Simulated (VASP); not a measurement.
A run of VASP 6.6.1:

Contents of INCAR:

```
PREC     = Accurate       # precision mode
ENCUT    = 600            # plane-wave cutoff, eV
EDIFF    = 1E-7           # SCF threshold, eV
ISMEAR   = 0              # smearing method
SIGMA    = 0.1            # smearing width, eV
LREAL    = False          # projectors in reciprocal space
LASPH    = True           # aspherical terms in the spheres
NELM     = 60             # most SCF steps
ALGO     = Normal         # electronic algorithm
ISIF     = 3              # what is computed and relaxed
LWAVE    = False          # write WAVECAR
LCHARG   = False          # write CHGCAR
GGA      = PE             # functional
IBRION   = 2              # ionic algorithm
NSW      = 90             # ionic steps
EDIFFG   = -0.04          # ionic threshold
```

File KPOINTS:

```
Automatic mesh
0
Gamma
  6 6 4
```

Contents of POSCAR:

```
LaNbO
1.0
    3.1344870800      0.0000000000      0.0000000000
    0.0000000000      3.1344870800      0.0000000000
    0.0000000000      0.0000000000      6.1655820200
La Nb O
1 1 1
Direct
    0.0000000000      0.0000000000      0.9113463900
    0.0000000000      0.0000000000      0.3819785500
    0.5000000000      0.5000000000      0.6786826000
```

Potentials or basis: VASP PAW PBE potentials, release 64 (La, Nb_sv, O).

Run with:

```bash
$ cat potpaw_PBE.64/La/POTCAR potpaw_PBE.64/Nb_sv/POTCAR potpaw_PBE.64/O/POTCAR > POTCAR
$ mpirun -np 1 vasp_std > vasp.out
```

Hardware: 1 thread of AMD EPYC 7R13 Processor (Zen 3), with other jobs on the host.

How long does it take, and how much memory?

Run time: 21 min on 1 thread of AMD EPYC 7R13 Processor (Zen 3), with other jobs on the host, peak memory 0.2 GiB. Counts: scf iterations 397, k points 30, ion steps 37.
